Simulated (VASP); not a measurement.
Crystal: LaGa2 (AlB2 type).

```
CELL_PARAMETERS angstrom
4.40593 0.00000 0.00000
-2.20297 3.81565 0.00000
0.00000 0.00000 4.84653
ATOMIC_POSITIONS crystal
La 0.00000 0.00000 0.00000
Ga 0.33333 0.66667 0.50000
Ga 0.66667 0.33333 0.50000
```

| Item | Value |
| --- | --- |
| Program | VASP 6.6.1 |
| Task | relaxation of cell and atoms |
| Functional | LDA |
| Potentials or basis | VASP PAW LDA potentials, release 64 (La, Ga_d) |
| Cutoff | 600 eV |
| k mesh | 10 × 10 × 8 |
| Occupations | fermi-dirac, width 0.08 eV |
| Spin | no spin polarisation |

At the start: pressure -9.5 GPa; volume 27.16 Å³/atom.

Problem. Where does the relaxation end?

Solution. Over 12 steps the energy falls by 176.5 meV/atom and the volume is 22.42 Å³/atom (-17.4 %); space group P6/mmm (No. 191, to 0.05 Å).

The path:
```csv
step,energy change (eV),largest force (eV/Å),pressure (GPa),volume (Å³)
1,0.0000,0.0000,-9.55,81.48
2,-0.4324,0.0000,5.64,63.83
3,-0.4926,0.0000,0.28,67.69
4,-0.5250,0.0000,0.19,67.36
5,-0.5296,0.0000,0.15,67.16
6,-0.5296,0.0000,0.17,67.15
7,-0.5296,0.0000,-0.40,67.40
8,-0.5296,0.0000,0.21,67.22
9,-0.5296,0.0000,-0.07,67.29
10,-0.5296,0.0000,0.08,67.27
11,-0.5296,0.0000,-0.05,67.28
12,-0.5296,0.0000,-0.02,67.27
```

Final structure:
```yaml
crystal:
  lattice:
    - [4.22952, 0.00000, 0.00000]
    - [-2.11476, 3.66287, 0.00000]
    - [0.00000, 0.00000, 4.34252]
  atoms:
    - { symbol: La, position: [0.00000, 0.00000, 0.00000] }
    - { symbol: Ga, position: [0.33333, 0.66667, 0.50000] }
    - { symbol: Ga, position: [0.66667, 0.33333, 0.50000] }
```

Caveat: the volume moved by over 15 % at a fixed basis, so the end points are rough.
